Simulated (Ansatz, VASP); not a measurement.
## CuAu: VASP beside Ansatz

```
CELL_PARAMETERS angstrom
2.84774 0.00000 0.00000
0.00000 2.84774 0.00000
0.00000 0.00000 3.73349
ATOMIC_POSITIONS crystal
Au 0.00000 0.00000 0.00000
Cu 0.50000 0.50000 0.50000
```

Change from the starting cell: volume scaled by 1.04.

Alike in both runs: task single point; functional LDA; k mesh 9 × 9 × 7; occupations fermi-dirac, width 0.05 eV; no spin polarisation.

|  | VASP | Ansatz |
| --- | --- | --- |
| version | VASP 6.6.1 | Ansatz 0.2.0 |
| potentials or method | VASP PAW LDA potentials, release 64 (Au, Cu), cutoff 520 eV | all-electron LAPW, scalar-relativistic |

Ansatz gave:

* gap on the k mesh at the Fermi level (eV): none
* pressure (GPa): -14.1
* traceless stress, the component that is largest in VASP (GPa): 0.12

Q: Which values does VASP return?

A: gap on the k mesh at the Fermi level (eV): none; pressure (GPa): -13.6; traceless stress, the component that is largest in VASP (GPa): 0.16.

LDA's correlation is that of Perdew and Zunger in VASP and of Perdew and Wang (1992) in Ansatz. A gap of «none» marks a metal or a gap that the smearing closes. Ansatz ran all-electron here, and VASP with PAW potentials.

Spin-orbit coupling is off throughout.
